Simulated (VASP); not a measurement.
Write the native input for VASP 6.6.1 that does the following.

* Task: single point
* Functional: LDA
* Potentials or basis: VASP PAW LDA potentials, release 64 (B, P)
* Cutoff: 520 eV
* k mesh: 8 × 8 × 8
* Occupations: gaussian, width 0.01 eV
* Spin: no spin polarisation
* Dipole correction: no
* Further INCAR settings: ALGO = Normal; EDIFF = 1e-06; NBANDS = 11

The structure of BP lies in POSCAR:

```
BP
1.0
    0.0000000000      2.2341562167      2.2341562167
    2.2341562167      0.0000000000      2.2341562167
    2.2341562167      2.2341562167      0.0000000000
B P
1 1
Direct
    0.0000000000      0.0000000000      0.0000000000
    0.7500000000      0.7500000000      0.7500000000
```

These files were run (other wordings do the same):

INCAR

```
  PREC = Accurate
  ENCUT = 520
  EDIFF = 1E-6
  ISMEAR = 0
  SIGMA = 0.01
  LREAL = F
  LASPH = T
  NELM = 60
  ALGO = Normal
  ISIF = 2
  LWAVE = F
  LCHARG = T
  GGA = CA
  LELF = T
  LVHAR = T
  NBANDS = 11
```

KPOINTS

```
regular mesh
0
Gamma
  8 8 8
```

Potentials or basis: VASP PAW LDA potentials, release 64 (B, P).

The run is started by

```sh
$ cat potpaw_LDA.64/B/POTCAR potpaw_LDA.64/P/POTCAR > POTCAR
$ mpirun -np 1 vasp_std > vasp.out
```

It gave:

* Pressure: 2.6 GPa
* Band gap on the k mesh: 1.17 eV, indirect (least direct gap 3.45 eV)

Run time: 3.2 s on 1 thread of Intel Xeon 6975P-C, on a shared host, peak memory 0.12 GiB.
